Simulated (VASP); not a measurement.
The system is Ga2SbN.

```xyz
8
Lattice="-2.5448 2.5448 5.0896 2.5448 -2.5448 5.0896 2.5448 2.5448 -5.0896" Properties=species:S:1:pos:R:3 pbc="T T T"
N     0.0000    0.0000    0.0000
N     2.5448    0.0000    2.5448
Ga    1.2724    1.2724    3.8172
Ga   -1.2724    1.2724    6.3620
Ga    1.2724    1.2724   -1.2724
Ga    1.2724   -1.2724    6.3620
Sb    0.0000    0.0000    5.0896
Sb    0.0000    2.5448    2.5448
```

| Quantity | Value |
| --- | --- |
| Program | VASP 6.6.1 |
| Task | relaxation of cell and atoms |
| Functional | PBE |
| Potentials or basis | VASP PAW PBE potentials, release 64 (N, Ga_d, Sb) |
| Cutoff | 600 eV |
| k mesh | 6 × 6 × 6 |
| Occupations | fermi-dirac, width 0.02 eV |
| Spin | no spin polarisation |

At the start: pressure 38.1 GPa; volume 16.48 Å³/atom.

**Question.** How do energy, volume and symmetry change on relaxing?

**Answer.** Over 17 steps the energy falls by 1209.6 meV/atom and the volume is 18.99 Å³/atom (+15.2 %); space group I-42d (No. 122, to 0.1 Å) before and after.

Step by step:
```csv
step,energy change (eV),largest force (eV/Å),pressure (GPa),volume (Å³)
1,0.0000,9.0202,38.11,131.84
2,-5.5748,0.1088,-12.91,221.65
3,-7.9764,1.7279,-7.04,178.32
4,-7.9927,1.8755,-6.34,176.19
5,-7.9931,2.0214,-5.64,174.20
6,-9.1011,1.3922,-2.76,161.05
7,-9.5805,0.4194,3.44,146.57
8,-9.5827,0.4835,2.99,147.38
9,-9.6717,0.0745,-0.54,152.82
10,-9.6736,0.0099,-0.12,152.12
11,-9.6752,0.0196,0.00,151.89
12,-9.6760,0.0313,0.14,151.62
13,-9.6760,0.0336,0.15,151.57
14,-9.6763,0.0222,-0.09,152.02
15,-9.6763,0.0247,-0.01,151.92
16,-9.6763,0.0230,-0.08,151.99
17,-9.6764,0.0030,0.01,151.88
```

Final structure:
```xyz
8
Lattice="-2.7177 2.7177 5.1409 2.7177 -2.7177 5.1409 2.7177 2.7177 -5.1409" Properties=species:S:1:pos:R:3 pbc="T T T"
N     0.0000    0.0000    0.0000
N     2.7177    0.0000    2.5705
Ga    1.8918    1.3588    3.8557
Ga   -1.3588    1.8918    6.4262
Ga    0.8259    1.3588   -1.2852
Ga    4.0765    0.8259    1.2852
Sb    0.0000    0.0000    5.1409
Sb    0.0000    2.7177    2.5705
```

Caveat: the volume moved by over 15 % at a fixed basis, so the end points are rough.
